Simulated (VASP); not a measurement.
A run of VASP 6.6.1 is set up as follows.

File INCAR:

```
SYSTEM = BaTiO3
PREC = Accurate
ENCUT = 520
EDIFF = 1E-6
ISMEAR = 0
SIGMA = 0.02
LREAL = .FALSE.
LASPH = .TRUE.
NELM = 80
ALGO = Normal
ISIF = 2
LWAVE = .FALSE.
LCHARG = .FALSE.
GGA = PS
NBANDS = 28
```

KPOINTS

```
Automatic mesh
0
G
  9 9 9
  0 0 0
```

The input POSCAR:

```
BaTiO3
1.0
    2.8975872296      1.6729227670      2.4003506886
   -2.8975872296      1.6729227670      2.4003506886
    0.0000000000     -3.3458455340      2.4003506886
Ba Ti O
1 1 3
Direct
   -0.0103982267     -0.0103982267     -0.0103982267
    0.4749835223      0.4749835223      0.4749835223
    0.5129713187      0.5129713187      0.0286720671
    0.0286720671      0.5129713187      0.5129713187
    0.5129713187      0.0286720671      0.5129713187
```

Potentials or basis: VASP PAW PBE potentials, release 64 (Ba_sv, Ti_sv, O).

Launch:

```sh
$ cat potpaw_PBE.64/Ba_sv/POTCAR potpaw_PBE.64/Ti_sv/POTCAR potpaw_PBE.64/O/POTCAR > POTCAR
$ mpirun -np 1 vasp_std > vasp.out
```

Task: What does it give for the largest force?

Result: 0.106 eV/Å.

Task: Estimate the band gap on the k mesh.

Result: 2.85 eV (least direct gap 3.39 eV).

Task: Estimate the pressure.

Result: -6.8 GPa.

Stress tensor (GPa, compression positive):
```
-6.75  0.00  0.00
 0.00 -6.75  0.00
 0.00  0.00 -6.83
```

Caveat: the cell stands under tension; the PAW data sets were made with another functional, which shifts forces and pressure a little; spin-orbit coupling is left out, which moves the levels of the heavy elements; an odd mesh through Γ misses points on the zone boundary, where band edges can lie.
